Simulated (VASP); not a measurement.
# NaNb3 (P4/mmm) in VASP: notebook

Runs on NaNb3. Level: PBE. Tasks: relaxation of cell and atoms, single point.

All numbers are computed with VASP 6.6.1; they aren't measurements. Logs are shortened: lines on timing, memory, paths and dates and some standing lists are left out, and cuts for length are marked.

## 1. The cell of the first run

The structure is tetragonal, space group P4/mmm (No. 123). The conventional cell has a = 4.646 Å, b = 4.646 Å, c = 3.479 Å, α = 90.00°, β = 90.00°, γ = 90.00°. Within 3.8 Å of Na (site symmetry 4/mmm) lie 12 Nb at 2.90 to 3.29 Å and 2 Na at 3.48 Å. Within 3.8 Å of Nb (site symmetry mmm) lie 4 Na at 2.90 Å and 10 Nb at 2.90 to 3.48 Å. Nb (site symmetry 4/mmm) has 10 Nb at 2.90 to 3.48 Å and 4 Na at 3.29 Å within 3.8 Å.

## 2. Relaxation of cell and atoms, PBE

File INCAR:

```
PREC = Accurate
ENCUT = 600
EDIFF = 1E-7
ISMEAR = 0
SIGMA = 0.1
LREAL = False
LASPH = True
NELM = 100
ALGO = Normal
ISIF = 3
LWAVE = False
LCHARG = False
GGA = PE
IBRION = 2
NSW = 90
EDIFFG = -0.04
```

File KPOINTS:

```
regular mesh
0
Gamma
  4 4 6
```

File POSCAR:

```
NaNb3
1.0
    4.6457396416      0.0000000000      0.0000000000
    0.0000000000      4.6457396416      0.0000000000
    0.0000000000      0.0000000000      3.4790540046
Na Nb
1 3
Direct
    0.0000000000      0.0000000000      0.0000000000
    0.0000000000      0.5000000000      0.5000000000
    0.5000000000      0.0000000000      0.5000000000
    0.5000000000      0.5000000000      0.0000000000
```

Potentials or basis: VASP PAW PBE potentials, release 64 (Na_pv, Nb_sv).

Command:

```console
cat potpaw_PBE.64/Na_pv/POTCAR potpaw_PBE.64/Nb_sv/POTCAR > POTCAR
mpirun -np 1 vasp_std > vasp.out
```

OUTCAR:

```text
PREC = Accurate
   ENCUT = 600
   EDIFF = 1E-7
   ISMEAR = 0
   LREAL = False
   LASPH = True
   NELM = 100
   ISIF = 3
   GGA = PE
   IBRION = 2
   NSW = 90
   EDIFFG = -0.04

 ion  position               nearest neighbor table
   1  0.000  0.000  0.000-   2 2.90   3 2.90   2 2.90   3 2.90   2 2.90   2 2.90   3 2.90   3 2.90

   2  0.000  0.500  0.500-   1 2.90   4 2.90   1 2.90   4 2.90   1 2.90   1 2.90   4 2.90   4 2.90

   3  0.500  0.000  0.500-   1 2.90   4 2.90   1 2.90   4 2.90   4 2.90   4 2.90   1 2.90   1 2.90

   4  0.500  0.500  0.000-   2 2.90   3 2.90   2 2.90   3 2.90   3 2.90   3 2.90   2 2.90   2 2.90

  LATTYP: Found a simple tetragonal cell.
 ALAT       =     4.6457396416
 C/A-ratio  =     0.7488697760

  Lattice vectors:

 A1 = (   4.6457396416,   0.0000000000,   0.0000000000)
 A2 = (   0.0000000000,   4.6457396416,   0.0000000000)
 A3 = (   0.0000000000,   0.0000000000,   3.4790540046)

Analysis of symmetry for initial positions (statically):
=====================================================================
 Subroutine PRICEL returns:
 Original cell was already a primitive cell.

 Routine SETGRP: Setting up the symmetry group for a
 simple tetragonal supercell.

 Subroutine GETGRP returns: Found 16 space group operations
 (whereof 16 operations were pure point group operations)
 out of a pool of 16 trial point group operations.

The static configuration has the point symmetry D_4h.

Analysis of symmetry for dynamics (positions and initial velocities):
=====================================================================
 Subroutine PRICEL returns:
 Original cell was already a primitive cell.

 Routine SETGRP: Setting up the symmetry group for a
 simple tetragonal supercell.

 Subroutine GETGRP returns: Found 16 space group operations
 (whereof 16 operations were pure point group operations)
 out of a pool of 16 trial point group operations.

The dynamic configuration has the point symmetry D_4h.

 Subroutine INISYM returns: Found 16 space group operations
 (whereof 16 operations are pure point group operations),
 and found     1 'primitive' translations

----------------------------------------------------------------------------------------

                                     Primitive cell

  volume of cell :      75.0881

  direct lattice vectors                    reciprocal lattice vectors
     4.645739642  0.000000000  0.000000000     0.215250978  0.000000000  0.000000000
     0.000000000  4.645739642  0.000000000     0.000000000  0.215250978  0.000000000
     0.000000000  0.000000000  3.479054005     0.000000000  0.000000000  0.287434457

  length of vectors
     4.645739642  4.645739642  3.479054005     0.215250978  0.215250978  0.287434457

  position of ions in fractional coordinates (direct lattice)
     0.000000000  0.000000000  0.000000000
     0.000000000  0.500000000  0.500000000
     0.500000000  0.000000000  0.500000000
     0.500000000  0.500000000  0.000000000

  ion indices of the primitive-cell ions
   primitive index   ion index
                 1           1
                 2           2
                 3           3
                 4           4

----------------------------------------------------------------------------------------

 KPOINTS: regular mesh

Automatic generation of k-mesh.
 Grid dimensions read from file:
 generate k-points for:    4    4    6

 Generating k-lattice:

  Cartesian coordinates                     Fractional coordinates (reciprocal lattice)
     0.053812744  0.000000000  0.000000000     0.250000000  0.000000000  0.000000000
     0.000000000  0.053812744  0.000000000     0.000000000  0.250000000  0.000000000
     0.000000000  0.000000000  0.047905743     0.000000000  0.000000000  0.166666667

  Length of vectors
     0.053812744  0.053812744  0.047905743

  Shift w.r.t. Gamma in fractional coordinates (k-lattice)
     0.000000000  0.000000000  0.000000000

 Subroutine IBZKPT returns following result:
 ===========================================

 Found     24 irreducible k-points:

 Following reciprocal coordinates:
            Coordinates               Weight
  0.000000  0.000000  0.000000      1.000000
  0.250000  0.000000  0.000000      4.000000
  0.500000  0.000000  0.000000      2.000000
  0.250000  0.250000  0.000000      4.000000
  0.500000  0.250000  0.000000      4.000000
  0.500000  0.500000  0.000000      1.000000
[... 16 lines left out ...]
  0.500000  0.250000  0.500000      4.000000
  0.500000  0.500000  0.500000      1.000000
   k-points           NKPTS =     24   k-points in BZ     NKDIM =     24   number of bands    NBANDS=     27
   number of dos      NEDOS =    301   number of ions     NIONS =      4
   total plane-waves  NPLWV =  44800
   dimension x,y,z NGX =    40 NGY =   40 NGZ =   28
   dimension x,y,z NGXF=    80 NGYF=   80 NGZF=   56
   ions per type =               1   3
   NGX,Y,Z   is equivalent  to a cutoff of  14.31, 14.31, 13.38 a.u.
   NGXF,Y,Z  is equivalent  to a cutoff of  28.63, 28.63, 26.76 a.u.
 SYSTEM =  unknown system
   PREC   = accura    normal or accurate (medium, high low for compatibility)
   ISTART =      0    job   : 0-new  1-cont  2-samecut
   ICHARG =      2    charge: 1-file 2-atom 10-const
   ISPIN  =      1    spin polarized calculation?
   LNONCOLLINEAR =      F non collinear calculations
   LSORBIT =      F    spin-orbit coupling
   LASPH  =      T    aspherical Exc in radial PAW
   ENCUT  =  600.0 eV  44.10 Ry    6.64 a.u.   9.28  9.28  6.95*2*pi/ulx,y,z
   NELM   =    100;   NELMIN=  2; NELMDL= -5     # of ELM steps
   EDIFF  = 0.1E-06   stopping-criterion for ELM
   LREAL  =      F    real-space projection
   EDIFFG = -.4E-01   stopping-criterion for IOM
   NSW    =     90    number of steps for IOM
   IBRION =      2    ionic relax: 0-MD 1-quasi-New 2-CG
   NFREE  =      1    steps in history (QN), initial steepest desc. (CG)
   ISIF   =      3    stress and relaxation
   ISYM   =      2    0-nonsym 1-usesym 2-fastsym
   POTIM  = 0.5000    time-step for ionic-motion
   TEBEG  =    0.0;   TEEND  =   0.0 temperature during run
   PSTRESS=    0.0 pullay stress
   NELECT =      46.0000    total number of electrons
   NUPDOWN=      -1.0000    fix difference up-down
   EMIN   =  10.00;   EMAX   =-10.00  energy-range for DOS
   EFERMI =   0.00;   METHOD = LEGACY
   ISMEAR =     0;   SIGMA  =   0.10  broadening in eV -4-tet -1-fermi 0-gaus
   EFERMI_NEDOS =   21; number of points for ismear=-14 and -15
   IALGO  =     38    algorithm
   IMIX   =      4    mixing-type and parameters
     AMIX     =   0.40;   BMIX     =  1.00
     AMIX_MAG =   1.60;   BMIX_MAG =  1.00
  volume/ion in A,a.u.               =      18.77       126.68
  Fermi-wavevector in a.u.,A,eV,Ry     =   1.390392  2.627459 26.302631  1.933189
  Thomas-Fermi vector in A             =   2.514331
   LORBIT       =      0    0 simple, 1 ext, 2 COOP (PROOUT), +10 PAW based schemes
   GGA     = PE    functional components
   LHFCALC =     F    Hartree Fock is set to
   AEXX    =    0.0000 exact exchange contribution
   IVDW    =     0    specifies the selected vdW correction
   LEPSILON=     F    determine dielectric tensor
   LRPA    =     F    only Hartree local field effects (RPA)
 conjugate gradient relaxation of ions
 non-spin polarized calculation
 Gauss-broadening in eV      SIGMA  =   0.10
  energy-cutoff  :      600.00
  volume of cell :       75.09
 maximum number of plane-waves:      2526
 NGX is ok and might be reduce to    40
   NGX = 19   NGY = 19   NGZ = 13

--------------------------------------- Ionic step        1  -------------------------------------------

 number of electron      45.9999996 magnetization

 Free energy of the ion-electron system (eV)
  ---------------------------------------------------
  ext. energy  EPLUGINS =         0.00000000
  ---------------------------------------------------
  free energy    TOTEN  =       -28.86196403 eV

  energy without entropy =      -28.83111457  energy(sigma->0) =      -28.84653930

------------------------ aborting loop because EDIFF is reached ----------------------------------------

  FORCE on cell =-STRESS in cart. coord.  units (eV):
  Direction    XX          YY          ZZ          XY          YZ          ZX
  --------------------------------------------------------------------------------------
  -------------------------------------------------------------------------------------
  Total       -0.0542549     -0.0542549     -0.5183448      0.0000000      0.0000000      0.0000000
  in kB       -1.1576534     -1.1576534    -11.0600848      0.0000000      0.0000000      0.0000000
  external PRESSURE =      -4.4584638 kB  Pullay stress =       0.0000000 kB

 VOLUME and BASIS-vectors are now :
 -----------------------------------------------------------------------------
  energy-cutoff  :      600.00
  volume of cell :       75.09
      direct lattice vectors                 reciprocal lattice vectors
     4.645739642  0.000000000  0.000000000     0.215250978  0.000000000  0.000000000
     0.000000000  4.645739642  0.000000000     0.000000000  0.215250978  0.000000000
     0.000000000  0.000000000  3.479054005     0.000000000  0.000000000  0.287434457

 POSITION                                       TOTAL-FORCE (eV/Angst)
 -----------------------------------------------------------------------------------
      0.00000      0.00000      0.00000         0.000000      0.000000      0.000000
      0.00000      2.32287      1.73953         0.000000      0.000000      0.000000
      2.32287      0.00000      1.73953         0.000000      0.000000      0.000000
      2.32287      2.32287      0.00000         0.000000      0.000000      0.000000
 -----------------------------------------------------------------------------------
    total drift:                                0.000000      0.000000     -0.000000

  FREE ENERGIE OF THE ION-ELECTRON SYSTEM (eV)
  ---------------------------------------------------
  free  energy   TOTEN  =       -28.8619640270 eV
[... 55 lines left out ...]
 VOLUME and BASIS-vectors are now :
 -----------------------------------------------------------------------------
  energy-cutoff  :      600.00
  volume of cell :       74.55
      direct lattice vectors                 reciprocal lattice vectors
     4.642854623  0.000000000  0.000000000     0.215384732  0.000000000  0.000000000
     0.000000000  4.642854623  0.000000000     0.000000000  0.215384732  0.000000000
     0.000000000  0.000000000  3.458412812     0.000000000 -0.000000000  0.289149981

 POSITION                                       TOTAL-FORCE (eV/Angst)
 -----------------------------------------------------------------------------------
      0.00000      0.00000      0.00000         0.000000      0.000000      0.000000
      0.00000      2.32143      1.72921         0.000000      0.000000      0.000000
      2.32143      0.00000      1.72921         0.000000      0.000000      0.000000
      2.32143      2.32143      0.00000         0.000000      0.000000      0.000000
 -----------------------------------------------------------------------------------
    total drift:                                0.000000      0.000000     -0.000000

  FREE ENERGIE OF THE ION-ELECTRON SYSTEM (eV)
  ---------------------------------------------------
  free  energy   TOTEN  =       -28.8635425889 eV

  energy  without entropy=      -28.8332372026  energy(sigma->0) =      -28.84838990

--------------------------------------- Ionic step        4  -------------------------------------------

 number of electron      46.0000000 magnetization

 Free energy of the ion-electron system (eV)
  ---------------------------------------------------
  ext. energy  EPLUGINS =         0.00000000
  ---------------------------------------------------
  free energy    TOTEN  =       -28.86465231 eV

  energy without entropy =      -28.83477714  energy(sigma->0) =      -28.84971472

 E-fermi :   8.6780     XC(G=0): -11.4730

 val. band max:        8.6777523631   @ k =   0.5000   0.5000   0.3333
 cond. band min:       8.6829398131   @ k =   0.2500   0.2500   0.3333
 fundamental gap:      0.0051874500
 Fermi energy:         8.6780075747

 k-point     1 :       0.0000    0.0000    0.0000
  band No.  band energies     occupation
      1     -46.0563      2.00000
      2     -45.9879      2.00000
      3     -45.5026      2.00000
      4     -22.4089      2.00000
      5     -22.4089      2.00000
      6     -22.1556      2.00000
[... 19 lines left out ...]
     26      10.8025      0.00000
     27      10.8025      0.00000
[... 701 lines left out ...]
 VOLUME and BASIS-vectors are now :
 -----------------------------------------------------------------------------
  energy-cutoff  :      600.00
  volume of cell :       74.68
      direct lattice vectors                 reciprocal lattice vectors
     4.655990940  0.000000000  0.000000000     0.214777050  0.000000000  0.000000000
     0.000000000  4.655990940  0.000000000     0.000000000  0.214777050  0.000000000
     0.000000000  0.000000000  3.444891790     0.000000000 -0.000000000  0.290284880

 POSITION                                       TOTAL-FORCE (eV/Angst)
 -----------------------------------------------------------------------------------
      0.00000      0.00000      0.00000         0.000000      0.000000      0.000000
      0.00000      2.32800      1.72245         0.000000      0.000000      0.000000
      2.32800      0.00000      1.72245         0.000000      0.000000      0.000000
      2.32800      2.32800      0.00000         0.000000      0.000000      0.000000
 -----------------------------------------------------------------------------------
    total drift:                                0.000000      0.000000     -0.000000

  FREE ENERGIE OF THE ION-ELECTRON SYSTEM (eV)
  ---------------------------------------------------
  free  energy   TOTEN  =       -28.8646523058 eV

  energy  without entropy=      -28.8347771440  energy(sigma->0) =      -28.84971472

 reached required accuracy - stopping structural energy minimisation
```

Wall time 3.8 min (1 thread of Intel Xeon 6975P-C, shared host); peak memory 0.24 GiB.

What came out:

```yaml
Free_energy: -28.8647 eV
Relaxed_volume: 18.67 Å³/atom
Relaxed_cell: a = 4.656 Å, b = 4.656 Å, c = 3.445 Å, α = 90.00°, β = 90.00°, γ = 90.00°
Space_group_after_relaxing_to_0.05_Å: P4/mmm (No. 123)
Energy_gained_by_relaxing: 0.7 meV/atom
Ionic_steps: 4
Pressure_after_relaxing: 0.1 GPa
Band_gap_on_the_k_mesh: zero (band 23 reaches 10.39 eV, above the bottom of band 24 at 8.24 eV)
```

Stress tensor (GPa, compression positive):
```
 0.17  0.00  0.00
 0.00  0.17  0.00
 0.00  0.00 -0.02
```

The path:
| step | energy change (eV) | largest force (eV/Å) | pressure (GPa) | volume (Å³) |
| --- | --- | --- | --- | --- |
| 1 | 0.0000 | 0.0000 | -0.45 | 75.09 |
| 2 | -0.0016 | 0.0000 | 0.38 | 74.52 |
| 3 | -0.0016 | 0.0000 | 0.34 | 74.55 |
| 4 | -0.0027 | 0.0000 | 0.11 | 74.68 |

Final structure:
```cif
data_structure
_symmetry_space_group_name_H-M 'P 1'
_symmetry_Int_Tables_number 1
_cell_length_a 4.6560
_cell_length_b 4.6560
_cell_length_c 3.4449
_cell_angle_alpha 90.000
_cell_angle_beta 90.000
_cell_angle_gamma 90.000
_cell_volume 74.68
loop_
_atom_site_label
_atom_site_type_symbol
_atom_site_fract_x
_atom_site_fract_y
_atom_site_fract_z
_atom_site_occupancy
Na1 Na 0.00000 0.00000 0.00000 1
Nb1 Nb 0.00000 0.50000 0.50000 1
Nb2 Nb 0.50000 0.00000 0.50000 1
Nb3 Nb 0.50000 0.50000 0.00000 1
```

## 3. Single point, PBE

This run uses another cell than the first one, of 18.73 Å³/atom, 0.998 times its volume.

File INCAR:

```
SYSTEM = NaNb3
PREC = Accurate
ENCUT = 520
EDIFF = 1E-7
ISMEAR = 0
SIGMA = 0.1
LREAL = .FALSE.
LASPH = .TRUE.
NELM = 100
ALGO = Fast
ISIF = 2
LWAVE = .FALSE.
LCHARG = .TRUE.
GGA = PE
LELF = .TRUE.
LVHAR = .TRUE.
NBANDS = 31
```

File KPOINTS:

```
regular mesh
0
G
  10 10 14
  0 0 0
```

File POSCAR:

```
NaNb3
1.0
    4.6570937283      0.0000000000      0.0000000000
    0.0000000000      4.6570937283      0.0000000000
    0.0000000000      0.0000000000      3.4549457791
Na Nb
1 3
Direct
    0.0000000000      0.0000000000      0.0000000000
    0.0000000000      0.5000000000      0.5000000000
    0.5000000000      0.0000000000      0.5000000000
    0.5000000000      0.5000000000      0.0000000000
```

Potentials or basis: VASP PAW PBE potentials, release 64 (Na_pv, Nb_sv).

Command:

```console
cat potpaw_PBE.64/Na_pv/POTCAR potpaw_PBE.64/Nb_sv/POTCAR > POTCAR
mpirun -np 1 vasp_std > vasp.out
```

Run time: 18 min. Hardware: 1 thread of Intel Xeon 6975P-C, shared host; peak memory 0.42 GiB.

It converged, with:

- Free energy: -28.8695 eV
- Pressure: -0.1 GPa
- Band gap on the k mesh: zero (band 23 reaches 10.34 eV, above the bottom of band 24 at 8.02 eV)

Levels at points of the mesh, in eV from the Fermi level:
| k point | band 19 | band 20 | band 21 | band 22 | band 23 | band 24 | band 25 | band 26 | band 27 | band 28 |
| --- | --- | --- | --- | --- | --- | --- | --- | --- | --- | --- |
| (0.00, 0.00, 0.00) | -2.60 | -2.05 | -1.29 | -1.29 | 1.73 | 1.73 | 1.74 | 2.16 | 2.16 | 3.09 |
| (0.50, 0.00, 0.00) | -1.71 | -1.06 | -1.04 | -0.37 | -0.07 | 0.47 | 0.60 | 1.15 | 1.30 | 1.77 |
| (0.50, 0.50, 0.00) | -1.90 | -1.01 | -1.01 | 0.46 | 0.50 | 0.52 | 0.83 | 0.83 | 1.00 | 1.37 |
| (0.00, 0.00, 0.50) | -1.23 | -1.23 | -1.22 | -0.23 | -0.23 | -0.05 | 0.76 | 0.97 | 0.97 | 2.38 |
| (0.50, 0.00, 0.50) | -1.45 | -1.34 | -0.90 | -0.72 | -0.48 | -0.25 | 0.15 | 0.82 | 2.70 | 2.85 |
| (0.50, 0.50, 0.50) | -2.74 | -1.47 | 0.09 | 0.09 | 1.15 | 1.68 | 1.86 | 1.86 | 1.98 | 3.16 |
